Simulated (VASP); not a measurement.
# Si2Ni (Fm-3m) in VASP: settings compared

Si2Ni is run at these levels: PBE+U, PBEsol+U; tasks: relaxation of cell and atoms, single point.

Everything below comes from runs of VASP 6.6.1. Logs are shortened: lines on timing, memory, paths and dates and some standing lists are left out, and cuts for length are marked.

## 1. The cell of the first run

Symmetry: Fm-3m, No. 225, cubic system. Conventional cell: a = 5.406 Å, b = 5.406 Å, c = 5.406 Å, α = 90.00°, β = 90.00°, γ = 90.00°. Within 3.1 Å of Ni (site symmetry m-3m) lie 8 Si at 2.34 Å. Si (site symmetry -43m) has 4 Ni at 2.34 Å and 6 Si at 2.70 Å within 3.1 Å.

## 2. Relaxation of cell and atoms, PBE+U, collinear spin, ferromagnetic start

File INCAR:

```
SYSTEM = Si2Ni
  PREC = Accurate
  ENCUT = 600
  EDIFF = 1E-7
  ISMEAR = -1
  SIGMA = 0.05
  LREAL = .False.
  LASPH = .True.
  NELM = 150
  ALGO = Normal
  ISIF = 3
  LWAVE = .False.
  LCHARG = .False.
  ISPIN = 2
  MAGMOM = 1 0 0
  LORBIT = 11
  LMAXMIX = 4
  LDAU = .True.
  LDAUTYPE = 2
  LDAUL = 2 -1
  LDAUU = 6 0
  LDAUJ = 0 0
  LDAUPRINT = 1
  GGA = PE
  IBRION = 2
  NSW = 60
  EDIFFG = -0.01
```

File KPOINTS:

```
regular mesh
0
Gamma
  9 9 9
  0 0 0
```

File POSCAR:

```
Si2Ni
1.0
    0.0000000000      2.7030000000      2.7030000000
    2.7030000000      0.0000000000      2.7030000000
    2.7030000000      2.7030000000      0.0000000000
Ni Si
1 2
Direct
    0.0000000000      0.0000000000      0.0000000000
    0.7500000000      0.7500000000      0.7500000000
    0.2500000000      0.2500000000      0.2500000000
```

Potentials or basis: VASP PAW PBE potentials, release 64 (Ni, Si).

Command:

```
> cat potpaw_PBE.64/Ni/POTCAR potpaw_PBE.64/Si/POTCAR > POTCAR
> mpirun -np 1 vasp_std > vasp.out
```

OUTCAR:

```text
SYSTEM = Si2Ni
   PREC = Accurate
   ENCUT = 600
   EDIFF = 1E-7
   ISMEAR = -1
   LREAL = .False.
   LASPH = .True.
   NELM = 150
   ISIF = 3
   ISPIN = 2
   LORBIT = 11
   GGA = PE
   IBRION = 2
   NSW = 60
   EDIFFG = -0.01

 ion  position               nearest neighbor table
   1  0.000  0.000  0.000-   2 2.34   2 2.34   3 2.34   3 2.34   2 2.34   2 2.34   3 2.34   3 2.34

   2  0.750  0.750  0.750-   1 2.34   1 2.34   1 2.34   1 2.34   3 2.70   3 2.70   3 2.70   3 2.70
                             3 2.70   3 2.70
   3  0.250  0.250  0.250-   1 2.34   1 2.34   1 2.34   1 2.34   2 2.70   2 2.70   2 2.70   2 2.70
                             2 2.70   2 2.70

  LATTYP: Found a face centered cubic cell.
 ALAT       =     5.4060000000

  Lattice vectors:

 A1 = (   0.0000000000,   2.7030000000,   2.7030000000)
 A2 = (   2.7030000000,   0.0000000000,   2.7030000000)
 A3 = (   2.7030000000,   2.7030000000,   0.0000000000)

Analysis of symmetry for initial positions (statically):
=====================================================================
 Subroutine PRICEL returns:
 Original cell was already a primitive cell.

 Routine SETGRP: Setting up the symmetry group for a
 face centered cubic supercell.

 Subroutine GETGRP returns: Found 48 space group operations
 (whereof 48 operations were pure point group operations)
 out of a pool of 48 trial point group operations.

The static configuration has the point symmetry O_h .

Analysis of symmetry for dynamics (positions and initial velocities):
=====================================================================
 Subroutine PRICEL returns:
 Original cell was already a primitive cell.

 Routine SETGRP: Setting up the symmetry group for a
 face centered cubic supercell.

 Subroutine GETGRP returns: Found 48 space group operations
 (whereof 48 operations were pure point group operations)
 out of a pool of 48 trial point group operations.

The dynamic configuration has the point symmetry O_h .

Analysis of structural, dynamic, and magnetic symmetry:
=====================================================================
 Subroutine PRICEL returns:
 Original cell was already a primitive cell.

 Routine SETGRP: Setting up the symmetry group for a
 face centered cubic supercell.

 Subroutine GETGRP returns: Found 48 space group operations
 (whereof 48 operations were pure point group operations)
 out of a pool of 48 trial point group operations.

The overall configuration has the point symmetry O_h .

 Subroutine INISYM returns: Found 48 space group operations
 (whereof 48 operations are pure point group operations),
 and found     1 'primitive' translations

----------------------------------------------------------------------------------------

                                     Primitive cell

  volume of cell :      39.4974

  direct lattice vectors                    reciprocal lattice vectors
     0.000000000  2.703000000  2.703000000    -0.184979652  0.184979652  0.184979652
     2.703000000  0.000000000  2.703000000     0.184979652 -0.184979652  0.184979652
     2.703000000  2.703000000  0.000000000     0.184979652  0.184979652 -0.184979652

  length of vectors
     3.822619259  3.822619259  3.822619259     0.320394156  0.320394156  0.320394156

  position of ions in fractional coordinates (direct lattice)
     0.000000000  0.000000000  0.000000000
     0.750000000  0.750000000  0.750000000
     0.250000000  0.250000000  0.250000000

  ion indices of the primitive-cell ions
   primitive index   ion index
                 1           1
                 2           2
                 3           3

----------------------------------------------------------------------------------------

 KPOINTS: regular mesh

Automatic generation of k-mesh.
[... 70 lines left out ...]
   IBRION =      2    ionic relax: 0-MD 1-quasi-New 2-CG
   NFREE  =      1    steps in history (QN), initial steepest desc. (CG)
   ISIF   =      3    stress and relaxation
   ISYM   =      2    0-nonsym 1-usesym 2-fastsym
   POTIM  = 0.5000    time-step for ionic-motion
   TEBEG  =    0.0;   TEEND  =   0.0 temperature during run
   PSTRESS=    0.0 pullay stress
   NELECT =      18.0000    total number of electrons
   NUPDOWN=      -1.0000    fix difference up-down
   EMIN   =  10.00;   EMAX   =-10.00  energy-range for DOS
   EFERMI =   0.00;   METHOD = LEGACY
   ISMEAR =    -1;   SIGMA  =   0.05  broadening in eV -4-tet -1-fermi 0-gaus
   EFERMI_NEDOS =   21; number of points for ismear=-14 and -15
   IALGO  =     38    algorithm
   IMIX   =      4    mixing-type and parameters
     AMIX     =   0.40;   BMIX     =  1.00
     AMIX_MAG =   1.60;   BMIX_MAG =  1.00
  volume/ion in A,a.u.               =      13.17        88.85
  Fermi-wavevector in a.u.,A,eV,Ry     =   1.259823  2.380721 21.594550  1.587155
  Thomas-Fermi vector in A             =   2.393364
   LORBIT       =     11    0 simple, 1 ext, 2 COOP (PROOUT), +10 PAW based schemes
 LDA+U is selected, type is set to LDAUTYPE =  2
   angular momentum for each species LDAUL =     2   -1
   U (eV)           for each species LDAUU =   6.0  0.0
   J (eV)           for each species LDAUJ =   0.0  0.0
   GGA     = PE    functional components
   LHFCALC =     F    Hartree Fock is set to
   AEXX    =    0.0000 exact exchange contribution
   IVDW    =     0    specifies the selected vdW correction
   LEPSILON=     F    determine dielectric tensor
   LRPA    =     F    only Hartree local field effects (RPA)
 conjugate gradient relaxation of ions
 spin polarized calculation
  energy-cutoff  :      600.00
  volume of cell :       39.50
 maximum number of plane-waves:      1363
   NGX = 15   NGY = 15   NGZ = 15

--------------------------------------- Ionic step        1  -------------------------------------------

 number of electron      18.0000004 magnetization       0.0000376

 number of electron      18.0000004 magnetization      -0.0000862

 Free energy of the ion-electron system (eV)
  ---------------------------------------------------
  ext. energy  EPLUGINS =         0.00000000
  ---------------------------------------------------
  free energy    TOTEN  =       -13.88500403 eV

  energy without entropy =      -13.87670336  energy(sigma->0) =      -13.88085370

------------------------ aborting loop because EDIFF is reached ----------------------------------------

  FORCE on cell =-STRESS in cart. coord.  units (eV):
  Direction    XX          YY          ZZ          XY          YZ          ZX
  --------------------------------------------------------------------------------------
  -------------------------------------------------------------------------------------
  Total       -0.5741888     -0.5741888     -0.5741888     -0.0000000     -0.0000000      0.0000000
  in kB      -23.2914841    -23.2914841    -23.2914841     -0.0000000     -0.0000000      0.0000000
  external PRESSURE =     -23.2914841 kB  Pullay stress =       0.0000000 kB
[... 63 lines left out ...]
--------------------------------------- Ionic step        3  -------------------------------------------

 number of electron      18.0000007 magnetization       0.0000015

atom =   1  type =  1  l = 2

 onsite density matrix

spin component  1

  0.8651  0.0000 -0.0000 -0.0000 -0.0000
  0.0000  0.8651  0.0000 -0.0000  0.0000
 -0.0000  0.0000  0.9148  0.0000  0.0000
 -0.0000 -0.0000  0.0000  0.8651 -0.0000
 -0.0000  0.0000  0.0000 -0.0000  0.9148

spin component  2

  0.8651  0.0000 -0.0000 -0.0000 -0.0000
  0.0000  0.8651  0.0000 -0.0000  0.0000
 -0.0000  0.0000  0.9148  0.0000  0.0000
 -0.0000 -0.0000  0.0000  0.8651 -0.0000
 -0.0000  0.0000  0.0000 -0.0000  0.9148

 occupancies and eigenvectors

  o =  0.8651  v =  0.0000  0.0000  0.0000  0.0000  0.0000  0.0000 -0.1815 -0.0000 -0.9834  0.0000      0.0000  0.0000  0.0000  0.0000  0.0000  0.0000  0.0000  0.0000  0.0000  0.0000
  o =  0.8651  v =  0.0000  0.0000  0.0000  0.0000  0.0000  0.0000 -0.9834 -0.0000  0.1815 -0.0000      0.0000  0.0000  0.0000  0.0000  0.0000  0.0000  0.0000  0.0000  0.0000  0.0000
  o =  0.8651  v =  0.0000  0.0000  0.0000  0.0000  0.0000  1.0000  0.0000  0.0000  0.0000  0.0000      0.0000  0.0000  0.0000  0.0000  0.0000  0.0000  0.0000  0.0000  0.0000  0.0000
  o =  0.8651  v =  0.0000  0.1923  0.0000  0.9813 -0.0000  0.0000  0.0000  0.0000  0.0000  0.0000      0.0000  0.0000  0.0000  0.0000  0.0000  0.0000  0.0000  0.0000  0.0000  0.0000
  o =  0.8651  v =  0.0000  0.9813 -0.0000 -0.1923  0.0000  0.0000  0.0000  0.0000  0.0000  0.0000      0.0000  0.0000  0.0000  0.0000  0.0000  0.0000  0.0000  0.0000  0.0000  0.0000
  o =  0.8651  v =  1.0000  0.0000  0.0000  0.0000  0.0000  0.0000  0.0000  0.0000  0.0000  0.0000      0.0000  0.0000  0.0000  0.0000  0.0000  0.0000  0.0000  0.0000  0.0000  0.0000
  o =  0.9148  v =  0.0000  0.0000  0.0000  0.0000  0.0000  0.0000  0.0000 -0.0342 -0.0000 -0.9994      0.0000  0.0000  0.0000  0.0000  0.0000  0.0000  0.0000  0.0000  0.0000  0.0000
  o =  0.9148  v =  0.0000  0.0000  0.0000  0.0000  0.0000  0.0000 -0.0000  0.9994 -0.0000 -0.0342      0.0000  0.0000  0.0000  0.0000  0.0000  0.0000  0.0000  0.0000  0.0000  0.0000
  o =  0.9148  v =  0.0000 -0.0000 -0.0582  0.0000  0.9983  0.0000  0.0000  0.0000  0.0000  0.0000      0.0000  0.0000  0.0000  0.0000  0.0000  0.0000  0.0000  0.0000  0.0000  0.0000
  o =  0.9148  v =  0.0000  0.0000  0.9983 -0.0000  0.0582  0.0000  0.0000  0.0000  0.0000  0.0000      0.0000  0.0000  0.0000  0.0000  0.0000  0.0000  0.0000  0.0000  0.0000  0.0000

 number of electron      18.0000007 magnetization      -0.0000005

 Free energy of the ion-electron system (eV)
  ---------------------------------------------------
  ext. energy  EPLUGINS =         0.00000000
  ---------------------------------------------------
  free energy    TOTEN  =       -13.88966118 eV

  energy without entropy =      -13.88105489  energy(sigma->0) =      -13.88535804

 E-fermi :  10.3498     XC(G=0): -11.6329

 val. band max:       10.2191241488   @ k =   0.3333   0.2222   0.0000
 cond. band min:      10.3600540487   @ k =  -0.4444   0.3333   0.0000
 fundamental gap:      0.1409298999
 Fermi energy:        10.3498085303

 spin component 1

 k-point     1 :       0.0000    0.0000    0.0000
  band No.  band energies     occupation
      1      -3.3461      1.00000
      2       4.6232      1.00000
      3       4.6232      1.00000
      4       4.6232      1.00000
      5       5.9450      1.00000
      6       5.9450      1.00000
      7      10.3714      0.39388
      8      11.9818      0.00000
      9      11.9818      0.00000
     10      11.9818      0.00000
     11      13.0694      0.00000
     12      13.0694      0.00000
[... 835 lines left out ...]
  FREE ENERGIE OF THE ION-ELECTRON SYSTEM (eV)
  ---------------------------------------------------
  free  energy   TOTEN  =       -13.8896611841 eV

  energy  without entropy=      -13.8810548881  energy(sigma->0) =      -13.88535804

 reached required accuracy - stopping structural energy minimisation

 total charge

# of ion       s       p       d       tot
------------------------------------------
    1        0.538   0.760   8.807  10.104
    2        0.746   0.839   0.000   1.584
    3        0.746   0.839   0.000   1.584
--------------------------------------------------
tot          2.029   2.437   8.807  13.273

 magnetization (x)

# of ion       s       p       d       tot
------------------------------------------
    1       -0.000  -0.000   0.000   0.000
    2       -0.000  -0.000   0.000  -0.000
    3       -0.000  -0.000   0.000  -0.000
--------------------------------------------------
tot         -0.000  -0.000   0.000  -0.000
```

Wall time 2 min (1 thread of Intel Xeon 8259CL, shared host); peak memory 0.23 GiB.

What came out:

```yaml
Free_energy: -13.8897 eV
Relaxed_volume: 12.96 Å³/atom
Relaxed_cell: a = 3.802 Å, b = 3.802 Å, c = 3.802 Å, α = 60.00°, β = 60.00°, γ = 60.00°
Space_group_after_relaxing_to_0.1_Å: Fm-3m (No. 225)
Energy_gained_by_relaxing: 1.6 meV/atom
Ionic_steps: 3
Pressure_after_relaxing: 0.0 GPa
Band_gap_on_the_k_mesh: zero (filled and empty bands overlap)
Net_moment: 0.00 μB per cell
Valence_electrons_inside_the_program's_atomic_spheres: Ni 10.10; Si 1.58
```

The path:
```tsv
step	energy change (eV)	largest force (eV/Å)	pressure (GPa)	volume (Å³)
1	0.0000	0.0000	-2.33	39.50
2	-0.0021	0.0000	1.80	38.41
3	-0.0047	0.0000	0.01	38.87
```

Final structure:
```
CELL_PARAMETERS angstrom
0.00000 2.68854 2.68854
2.68854 0.00000 2.68854
2.68854 2.68854 0.00000
ATOMIC_POSITIONS crystal
Ni 0.00000 0.00000 0.00000
Si 0.75000 0.75000 0.75000
Si 0.25000 0.25000 0.25000
```

Levels at points of the mesh, in eV from the Fermi level:
Spin up:
```tsv
k point	band 5	band 6	band 7	band 8	band 9	band 10	band 11	band 12	band 13	band 14
(0.00, 0.00, 0.00)	-4.40	-4.40	0.02	1.63	1.63	1.63	2.72	2.72	2.72	4.98
```
Spin down:
```
           k point  band 7  band 8  band 9  band 10  band 11  band 12
(0.00, 0.00, 0.00)    0.02    1.63    1.63     1.63     2.72     2.72
```

Eigenvalues of the final occupation matrices:
```
    site  spin  trace               eigenvalues
site 1 d     1   4.42  0.87 0.87 0.87 0.91 0.91
site 1 d     2   4.42  0.87 0.87 0.87 0.91 0.91
```

Caveat: the U is typed as a test and isn't derived for this compound.

## 3. Single point, PBEsol+U, collinear spin, ferromagnetic start

POSCAR is that of step 2.

File INCAR.step1:

```
SYSTEM = Si2Ni
  GGA = PS
  ISPIN = 2
  MAGMOM = 1 0 0
  LORBIT = 11
  LDAU = .True.
  LDAUTYPE = 2
  LDAUL = 2 -1
  LDAUU = 5 0
  LDAUJ = 0 0
  ISMEAR = 1
  SIGMA = 0.1
  LWAVE = .False.
  LCHARG = .True.
  NBANDS = 33
  PREC = Accurate
  LASPH = .True.
  LREAL = .False.
  ALGO = Normal
  EDIFF = 1E-6
  NELM = 200
  GGA_COMPAT = .False.
  ENCUT = 310
  LMAXMIX = 4
  KPAR = 2
```

File KPOINTS.step1:

```
k-points
0
Gamma
  10 10 10
```

File INCAR.step2:

```
SYSTEM = Si2Ni
  GGA = PS
  ISPIN = 2
  MAGMOM = 1 0 0
  LORBIT = 11
  LDAU = .True.
  LDAUTYPE = 2
  LDAUL = 2 -1
  LDAUU = 5 0
  LDAUJ = 0 0
  ISMEAR = -5
  LWAVE = .False.
  LCHARG = .False.
  NBANDS = 33
  PREC = Accurate
  LASPH = .True.
  LREAL = .False.
  ALGO = Normal
  EDIFF = 1E-6
  NELM = 200
  GGA_COMPAT = .False.
  ENCUT = 310
  LMAXMIX = 4
  NEDOS = 2001
  EMIN = -6.9517
  EMAX = 18.0483
  ICHARG = 11
  KPAR = 2
```

File KPOINTS.step2:

```
Automatic mesh
0
Gamma
  12 12 12
  0 0 0
```

Potentials or basis: VASP PAW PBE potentials, release 64 (Ni, Si).

Command:

```
> cat potpaw_PBE.64/Ni/POTCAR potpaw_PBE.64/Si/POTCAR > POTCAR
> cp INCAR.step1 INCAR
> cp KPOINTS.step1 KPOINTS
> mpirun -np 2 vasp_std > vasp.out
> cp INCAR.step2 INCAR
> cp KPOINTS.step2 KPOINTS
> mpirun -np 2 vasp_std > vasp.out
```

It took 32 s on 2 MPI ranks of AMD EPYC 9R45 (Zen 5), shared host; peak memory 0.15 GiB.

Results (log left out):

| Property | Result |
| --- | --- |
| Net moment | 0.00 μB per cell |
| Valence electrons inside the program's atomic spheres | Ni 10.00; Si 1.58 |
| Density of states at the Fermi level | 0.29 states/eV/atom |

Levels at points of the mesh, in eV from the Fermi level:
Spin up:
```
           k point  band 7  band 8  band 9  band 10  band 11  band 12
(0.00, 0.00, 0.00)   -0.12    1.65    1.65     1.65     2.62     2.62
(0.50, 0.00, 0.00)   -3.92   -1.17   -1.17     1.73     1.73     1.90
(0.50, 0.50, 0.00)   -4.05   -3.83   -3.79    -0.61     1.39     7.98
```
Spin down:
```
           k point  band 5  band 6  band 7  band 8  band 9  band 10  band 11  band 12  band 13  band 14
(0.00, 0.00, 0.00)   -4.16   -4.16   -0.12    1.65    1.65     1.65     2.62     2.62     2.62     4.88
(0.50, 0.00, 0.00)   -4.02   -3.92   -3.92   -1.17   -1.17     1.73     1.73     1.90     2.73     9.49
(0.50, 0.50, 0.00)   -4.28   -4.05   -4.05   -3.82   -3.79    -0.61     1.39     7.98     8.36     8.36
```

Caveat: the cutoff is under 1.25 times the usual one of these potentials, so pressure, stress and relaxed cells hold a basis-set (Pulay) error; the PAW data sets were made with another functional, which shifts forces and pressure a little; the U is typed as a test and isn't derived for this compound; tetrahedron occupations give inexact forces and stress in metals.

[end of part 1 of 2]
